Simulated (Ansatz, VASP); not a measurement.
Ta in VASP and in Ansatz

```xyz
2
Lattice="0.0000 3.0530 3.0530 3.0530 0.0000 3.0530 3.0530 3.0530 0.0000" Properties=species:S:1:pos:R:3 pbc="T T T"
Ta    0.7632    0.7632    0.7632
Ta    5.3427    5.3427    5.3427
```

Alike in both runs: functional PBE; k mesh 9 × 9 × 9; occupations fermi-dirac, width 0.1 eV; no spin polarisation.

Ansatz relaxed the structure, and its values are those at the end. VASP's run is a single point on that final structure, the one shown.

```csv
,VASP,Ansatz
version,VASP 6.6.1,Ansatz 0.2.0
potentials or method,"VASP PAW PBE potentials, release 64 (Ta_pv), cutoff 520 eV","plane waves (420 eV) with PAW, scalar-relativistic"
valence electrons in the cell,22,26
```

```csv
,VASP,Ansatz,Ansatz less VASP
pressure (GPa),0.1,0.0,-0.04
```

VASP's potentials hold 22 valence electrons a cell and Ansatz's 26, so a difference there can come from the potentials and not from the codes.

Spin-orbit coupling is off throughout.
